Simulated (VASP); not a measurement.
# Si (a cell with a defect) in VASP: single point with PBE+D3(BJ)

Aim: the single point of Si (a cell with a defect) with PBE+D3(BJ).

Everything below comes from runs of VASP 6.6.1. Logs are shortened: lines on timing, memory, paths and dates and some standing lists are left out, and cuts for length are marked.

## Step 1: The cell of the first run

The cell holds a defect, 63 atoms: a = 10.860 Å, b = 10.860 Å, c = 10.860 Å, α = 90.00°, β = 90.00°, γ = 90.00°.

## Step 2: Single point, PBE+D3(BJ), collinear spin

The input, INCAR:

```
SYSTEM = Si
ALGO = Normal
EDIFF = 1E-7
ENCUT = 520
GGA = PE
ISIF = 2
ISMEAR = 0
ISPIN = 2
IVDW = 12
LASPH = .True.
LCHARG = .True.
LELF = .True.
LORBIT = 11
LREAL = Auto
LVHAR = .True.
LWAVE = .False.
MAGMOM = 0 0 0 0 0 0 0 0 0 0 0.16 0 0 0 0 0 0 0 0 0 0 0 0 0 0 0 0 0 0.16 0 0 0 0 0 0 0 0 0 0 0 0 0 0 0 0 0 0 0 0 0 0 0 0 0 0 0 0 0 0.16 0.16 0 0 0
NBANDS = 167
NELECT = 253.0
NELM = 150
PREC = Accurate
SIGMA = 0.05
```

The input, KPOINTS:

```
k-points
0
Gamma
  1 1 1
  0 0 0
```

The input, POSCAR:

```
Si
1.0
   10.8600000000      0.0000000000      0.0000000000
    0.0000000000     10.8600000000      0.0000000000
    0.0000000000      0.0000000000     10.8600000000
Si
63
Direct
    0.4994686924     -0.0001268877      0.0005306630
    0.6254999079      0.1245303867      0.1257988950
    0.7506393186      0.2492666667      0.0006427256
    0.8763880295      0.3757604972      0.1243420810
    0.7486243094     -0.0012040516      0.2525068140
    0.8746606814      0.1248610497      0.3752307551
   -0.0006466851      0.0008058932      0.0004082873
    0.1255867403      0.1265821363      0.1243052486
    0.2512051565      0.2525401473     -0.0013101289
    0.3773039595      0.3815054328      0.1185910681
    0.5014618785      0.5114218232     -0.0115276243
    0.6253768877      0.6244033149      0.1252272560
    0.7498008287      0.7497021179      0.0006005525
    0.8744790976      0.8759109576      0.1256962247
    0.2494139963      0.0007925414      0.2505913444
    0.3758020258      0.1249273481      0.3751249540
    0.4999123389      0.2525278085      0.2475883057
    0.6256295580      0.3743813996      0.3753882136
    0.7506657459      0.4996302026      0.2506983425
    0.8742709945      0.6261854512      0.3756327808
    0.4965958564     -0.0044764273      0.5045824125
    0.6231364641      0.1219136280      0.6267452118
    0.7486495396      0.2476636280      0.5012465930
    0.8745465930      0.3744082873      0.6241966851
    0.7451115101     -0.0046680479      0.7533115101
    0.8746373849      0.1247853591      0.8740404236
    0.0023056169      0.5013674954     -0.0012745856
    0.1308785451      0.6274593923      0.1190118785
    0.2613386740      0.7510445672     -0.0113739411
    0.3741657459      0.8754197974      0.1251488029
    0.0000360037      0.2502179558      0.2498610497
    0.1255608656      0.3757730203      0.3735000000
    0.2511834254      0.5013802026      0.2475727440
    0.3749101289      0.6250662983      0.3750589319
    0.4998465009      0.7500304788      0.2499467772
    0.6230701657      0.8732950276      0.3782369245
   -0.0026426335     -0.0012141805      0.5012832413
    0.1240941989      0.1244994475      0.6243825967
    0.2492448435      0.2492958564      0.4992686004
    0.3741823204      0.3746888582      0.6244532228
    0.4994356354      0.4993997238      0.5001096685
    0.6163671271      0.6233874770      0.6335416206
    0.7446025783      0.7467229282      0.5052823204
    0.8716337017      0.8732697974      0.6268360958
    0.2494141805     -0.0001410681      0.7503969613
    0.3749157459      0.1250099448      0.8749879374
    0.4998693370      0.2500884899      0.7500267035
    0.6254821363      0.3746691529      0.8756969613
    0.7498242173      0.4993769797      0.7504465930
    0.8748459484      0.6250618785      0.8749980663
    0.0019237569      0.7502328729      0.2479615101
    0.1241673112      0.8758558932      0.3754855433
   -0.0007251381      0.4996969613      0.4992300184
    0.1247607735      0.6243988029      0.6245970534
    0.2493643646      0.7497183241      0.5001441989
    0.3736255985      0.8673133517      0.6327518416
    0.0021860037      0.2524156538      0.7499402394
    0.1311687845      0.3813760589      0.8726058011
    0.2614382136      0.5113673112      0.7486039595
    0.4083675875      0.6575911602      0.8417889503
    0.6169471455      0.8671069982      0.8764031308
   -0.0000346225      0.7500232044      0.7500574586
    0.1248193370      0.8753820442      0.8757186924
```

Potentials or basis: VASP PAW PBE potentials, release 64 (Si).

Run with:

```sh
$ cat potpaw_PBE.64/Si/POTCAR > POTCAR
$ mpirun -np 1 vasp_gam > vasp.out
```

OUTCAR:

```text
SYSTEM = Si
   EDIFF = 1E-7
   ENCUT = 520
   GGA = PE
   ISIF = 2
   ISMEAR = 0
   ISPIN = 2
   IVDW = 12
   LASPH = .True.
   LORBIT = 11
   LREAL = Auto
   NELECT = 253.0
   NELM = 150
   PREC = Accurate
 IVDW          = 12

 ion  position               nearest neighbor table
   1  0.499  1.000  0.001-  30 2.35  61 2.35  46 2.35   2 2.36
   2  0.625  0.125  0.126-   3 2.35  17 2.35   5 2.35   1 2.36
   3  0.751  0.249  0.001-   2 2.35  26 2.35  48 2.35   4 2.36
   4  0.876  0.376  0.124-  31 2.35   3 2.36  19 2.36  27 2.36
   5  0.749  0.999  0.253-   6 2.35  14 2.35   2 2.35  36 2.36
   6  0.875  0.125  0.375-  37 2.35   5 2.35  23 2.35  31 2.36
[... 43 lines left out ...]
  50  0.875  0.625  0.875-  27 2.35  62 2.35  49 2.35  13 2.35
  51  0.002  0.750  0.248-  14 2.35  52 2.35  20 2.38  28 2.39
  52  0.124  0.876  0.375-  15 2.35  51 2.35  37 2.35  55 2.36
  53  0.999  0.500  0.499-  24 2.35  20 2.35  54 2.35  32 2.36
  54  0.125  0.624  0.625-  55 2.35  59 2.35  53 2.35  62 2.36
  55  0.249  0.750  0.500-  54 2.35  56 2.35  34 2.35  52 2.36
  56  0.374  0.867  0.633-  45 2.35  55 2.35  21 2.38
  57  0.002  0.252  0.750-  24 2.35  38 2.35  26 2.38  58 2.39
  58  0.131  0.381  0.873-   9 2.35  27 2.35  57 2.39  59 2.41
  59  0.261  0.511  0.749-  40 2.35  54 2.35  58 2.41  60 2.47
  60  0.408  0.658  0.842-  11 2.47  59 2.47  29 2.47
  61  0.617  0.867  0.876-   1 2.35  13 2.35  25 2.38
  62  1.000  0.750  0.750-  44 2.35  50 2.35  63 2.36  54 2.36
  63  0.125  0.875  0.876-  45 2.35  29 2.35   7 2.35  62 2.36

  LATTYP: Found a simple cubic cell.
 ALAT       =    10.8600000000

  Lattice vectors:

 A1 = (  10.8600000000,   0.0000000000,   0.0000000000)
 A2 = (   0.0000000000,  10.8600000000,   0.0000000000)
 A3 = (   0.0000000000,   0.0000000000,  10.8600000000)

Analysis of symmetry for initial positions (statically):
=====================================================================
 Subroutine PRICEL returns:
 Original cell was already a primitive cell.

 Routine SETGRP: Setting up the symmetry group for a
 simple cubic supercell.

 Subroutine GETGRP returns: Found  1 space group operations
 (whereof  1 operations were pure point group operations)
 out of a pool of 48 trial point group operations.

The static configuration has the point symmetry C_1 .

Analysis of symmetry for dynamics (positions and initial velocities):
=====================================================================
 Subroutine PRICEL returns:
 Original cell was already a primitive cell.

 Routine SETGRP: Setting up the symmetry group for a
 simple cubic supercell.

 Subroutine GETGRP returns: Found  1 space group operations
 (whereof  1 operations were pure point group operations)
 out of a pool of 48 trial point group operations.

The dynamic configuration has the point symmetry C_1 .

Analysis of structural, dynamic, and magnetic symmetry:
=====================================================================
 Subroutine PRICEL returns:
 Original cell was already a primitive cell.

 Routine SETGRP: Setting up the symmetry group for a
 simple cubic supercell.

 Subroutine GETGRP returns: Found  1 space group operations
 (whereof  1 operations were pure point group operations)
 out of a pool of 48 trial point group operations.

The overall configuration has the point symmetry C_1 .

 Subroutine INISYM returns: Found  1 space group operations
 (whereof  1 operations are pure point group operations),
 and found     1 'primitive' translations

----------------------------------------------------------------------------------------

                                     Primitive cell

  volume of cell :    1280.8241

[... 180 lines left out ...]
   ISPIN  =      2    spin polarized calculation?
   LNONCOLLINEAR =      F non collinear calculations
   LSORBIT =      F    spin-orbit coupling
   LASPH  =      T    aspherical Exc in radial PAW
   ENCUT  =  520.0 eV  38.22 Ry    6.18 a.u.  20.19 20.19 20.19*2*pi/ulx,y,z
   NELM   =    150;   NELMIN=  2; NELMDL= -5     # of ELM steps
   EDIFF  = 0.1E-06   stopping-criterion for ELM
   LREAL  =      T    real-space projection
   EDIFFG = 0.1E-05   stopping-criterion for IOM
   NSW    =      0    number of steps for IOM
   IBRION =     -1    ionic relax: 0-MD 1-quasi-New 2-CG
   NFREE  =      0    steps in history (QN), initial steepest desc. (CG)
   ISIF   =      2    stress and relaxation
   ISYM   =      2    0-nonsym 1-usesym 2-fastsym
   POTIM  = 0.5000    time-step for ionic-motion
   TEBEG  =    0.0;   TEEND  =   0.0 temperature during run
   PSTRESS=    0.0 pullay stress
   NELECT =     253.0000    total number of electrons
   NUPDOWN=      -1.0000    fix difference up-down
   EMIN   =  10.00;   EMAX   =-10.00  energy-range for DOS
   EFERMI =   0.00;   METHOD = LEGACY
   ISMEAR =     0;   SIGMA  =   0.05  broadening in eV -4-tet -1-fermi 0-gaus
   EFERMI_NEDOS =   21; number of points for ismear=-14 and -15
   IALGO  =     38    algorithm
   IMIX   =      4    mixing-type and parameters
     AMIX     =   0.40;   BMIX     =  1.00
     AMIX_MAG =   1.60;   BMIX_MAG =  1.00
  volume/ion in A,a.u.               =      20.33       137.20
  Fermi-wavevector in a.u.,A,eV,Ry     =   0.953422  1.801706 12.367880  0.909014
  Thomas-Fermi vector in A             =   2.082076
   LORBIT       =     11    0 simple, 1 ext, 2 COOP (PROOUT), +10 PAW based schemes
   GGA     = PE    functional components
   LHFCALC =     F    Hartree Fock is set to
   AEXX    =    0.0000 exact exchange contribution
   IVDW    =    12    specifies the selected vdW correction
   LEPSILON=     F    determine dielectric tensor
   LRPA    =     F    only Hartree local field effects (RPA)
 spin polarized calculation
 Gauss-broadening in eV      SIGMA  =   0.05
  energy-cutoff  :      520.00
  volume of cell :     1280.82
 maximum number of plane-waves:     17229
 NGX is ok and might be reduce to    84
   NGX = 41   NGY = 41   NGZ = 41

 number of electron     252.9999985 magnetization       2.9675204

 Free energy of the ion-electron system (eV)
  ---------------------------------------------------
  ext. energy  EPLUGINS =         0.00000000
  ---------------------------------------------------
  free energy    TOTEN  =      -325.64600350 eV

  energy without entropy =     -325.63933917  energy(sigma->0) =     -325.64267134

 E-fermi :   6.3138     XC(G=0):  -9.3563

 val. band max:        6.2513042206   @ k =   0.0000   0.0000   0.0000
 cond. band min:       6.3929250513   @ k =   0.0000   0.0000   0.0000
 fundamental gap:      0.1416208307
 Fermi energy:         6.3137649414

 spin component 1

 k-point     1 :       0.0000    0.0000    0.0000
  band No.  band energies     occupation
      1      -6.2130      1.00000
      2      -5.1619      1.00000
      3      -5.1616      1.00000
      4      -5.1576      1.00000
      5      -5.1572      1.00000
      6      -5.1149      1.00000
[... 130 lines left out ...]
    137       6.8895      0.00000
    138       6.8995      0.00000
 Fermi energy:         6.3137649414

 spin component 2

 k-point     1 :       0.0000    0.0000    0.0000
  band No.  band energies     occupation
      1      -6.1787      1.00000
      2      -5.1267      1.00000
      3      -5.1264      1.00000
      4      -5.1235      1.00000
      5      -5.1234      1.00000
      6      -5.0891      1.00000
[... 130 lines left out ...]
    137       6.9340      0.00000
    138       6.9534      0.00000
 [bands above 138 left out]

------------------------ aborting loop because EDIFF is reached ----------------------------------------

 Edisp (eV)  -19.95904

 E6    (eV) :   -11.6858

 E8    (eV) :    -8.2733

  FORCE on cell =-STRESS in cart. coord.  units (eV):
  Direction    XX          YY          ZZ          XY          YZ          ZX
  --------------------------------------------------------------------------------------
  -------------------------------------------------------------------------------------
  Total       3.03481     3.35570     3.12836    -3.38169     3.36301     3.43285
  in kB       3.79623     4.19763     3.91325    -4.23014     4.20678     4.29413
  external pressure =        3.97 kB  Pullay stress =        0.00 kB

 VOLUME and BASIS-vectors are now :
 -----------------------------------------------------------------------------
  energy-cutoff  :      520.00
  volume of cell :     1280.82
      direct lattice vectors                 reciprocal lattice vectors
    10.860000000  0.000000000  0.000000000     0.092081031  0.000000000  0.000000000
     0.000000000 10.860000000  0.000000000     0.000000000  0.092081031  0.000000000
     0.000000000  0.000000000 10.860000000     0.000000000  0.000000000  0.092081031

 POSITION                                       TOTAL-FORCE (eV/Angst)
 -----------------------------------------------------------------------------------
      5.42423     10.85862      0.00576        -0.001873     -0.016194     -0.015533
      6.79293      1.35240      1.36618         0.003061     -0.009959     -0.013329
      8.15194      2.70704      0.00698        -0.005258      0.003471     -0.010041
      9.51757      4.08076      1.35035        -0.006914      0.001560     -0.002987
      8.13006     10.84692      2.74222         0.001060     -0.001183     -0.005933
      9.49882      1.35599      4.07501         0.007097      0.004977     -0.005961
[... 55 lines left out ...]
     10.85962      8.14525      8.14562         0.002656      0.006671      0.001714
      1.35554      9.50665      9.51030         0.020389     -0.011537      0.001322
 -----------------------------------------------------------------------------------
    total drift:                               -0.028439      0.009691      0.010048

  FREE ENERGIE OF THE ION-ELECTRON SYSTEM (eV)
  ---------------------------------------------------
  free  energy   TOTEN  =      -345.6050445568 eV

  energy  without entropy=     -345.5983802275  energy(sigma->0) =     -345.60171239

 total charge

# of ion       s       p       d       tot
------------------------------------------
    1        0.741   0.956   0.000   1.697
    2        0.743   0.953   0.000   1.696
    3        0.740   0.961   0.000   1.700
    4        0.740   0.957   0.000   1.697
    5        0.739   0.960   0.000   1.699
    6        0.740   0.959   0.000   1.699
[... 55 lines left out ...]
   62        0.740   0.960   0.000   1.700
   63        0.740   0.962   0.000   1.702
--------------------------------------------------
tot         46.897  59.597   0.000 106.494

 magnetization (x)

# of ion       s       p       d       tot
------------------------------------------
    1        0.001   0.014   0.000   0.015
    2        0.002   0.016   0.000   0.018
    3        0.001   0.005   0.000   0.006
    4        0.000   0.005   0.000   0.005
    5        0.000   0.003   0.000   0.003
    6       -0.000   0.001   0.000   0.001
[... 55 lines left out ...]
   62        0.001  -0.002   0.000  -0.001
   63        0.001   0.002   0.000   0.003
--------------------------------------------------
tot          0.241   0.849   0.000   1.090
```

Run time: 26 min. Hardware: 1 thread of Intel Xeon 8259CL, shared host; peak memory 1.4 GiB.

Results:

| Item | Value |
| --- | --- |
| Free energy | -345.6050 eV |
| Largest force | 0.481 eV/Å |
| Net moment | 2.97 μB per cell |
| Site moments | Si +0.01, +0.02, +0.00, +0.03, -0.00, +0.15, +0.10 (each value once) μB |
| Valence electrons inside the program's atomic spheres | Si 1.70, 1.68, 1.67, 1.69, 1.65, 1.58 (each value once) |
| Dispersion energy per atom | -0.317 eV |

Forces on the atoms (eV/Å):
```
Si  -0.002 -0.016 -0.016
Si   0.003 -0.010 -0.013
Si  -0.005  0.003 -0.010
Si  -0.007  0.002 -0.003
Si   0.001 -0.001 -0.006
Si   0.007  0.005 -0.006
Si   0.005 -0.007 -0.009
Si   0.003 -0.010 -0.002
Si  -0.003 -0.005  0.003
Si  -0.008 -0.007  0.005
Si  -0.037 -0.024  0.023
Si  -0.011 -0.001 -0.019
Si  -0.018 -0.002 -0.015
Si  -0.010  0.002 -0.013
Si   0.010 -0.007 -0.005
Si   0.013  0.014 -0.016
Si   0.004  0.009 -0.010
Si   0.002  0.013  0.008
Si  -0.005  0.008 -0.004
Si   0.018  0.013 -0.017
Si   0.002  0.022 -0.024
Si   0.008  0.007 -0.008
Si   0.000  0.007  0.001
Si  -0.009  0.013 -0.001
Si   0.026  0.024 -0.003
Si   0.017  0.015 -0.015
Si  -0.004 -0.004  0.002
Si  -0.001 -0.012  0.001
Si  -0.015 -0.030  0.015
Si  -0.003 -0.011 -0.020
Si   0.005  0.009 -0.006
Si   0.002  0.002  0.008
Si  -0.002 -0.004  0.004
Si   0.004  0.002 -0.003
Si  -0.002  0.006 -0.008
Si   0.008  0.008 -0.007
Si   0.006 -0.001 -0.001
Si   0.013 -0.010 -0.004
Si   0.011  0.005  0.006
Si  -0.005  0.018  0.009
Si  -0.001  0.014  0.015
Si   0.059  0.040 -0.060
Si   0.030  0.006 -0.029
Si   0.008  0.008 -0.007
Si   0.015 -0.017  0.002
Si   0.004  0.002 -0.003
Si  -0.001  0.009 -0.003
Si  -0.009  0.018  0.004
Si  -0.015  0.014  0.001
Si   0.004  0.002 -0.003
Si   0.013  0.006 -0.013
Si   0.013  0.002  0.010
Si   0.004  0.007  0.006
Si   0.020 -0.001  0.011
Si   0.015 -0.003  0.018
Si   0.040  0.064 -0.061
Si   0.011  0.010 -0.004
Si  -0.005 -0.006  0.009
Si  -0.019 -0.021  0.036
Si  -0.291 -0.259  0.283
Si   0.060  0.064 -0.040
Si   0.003  0.007  0.002
Si   0.020 -0.012  0.001
```

Caveat: the k points lie up to 0.58 Å⁻¹ apart; the cell carries a net charge on a neutralising background, which shifts energy and pressure; the cell is charged against a uniform background, so pressure and absolute levels hang on convention; a moment this small can come from the mesh or the smearing.
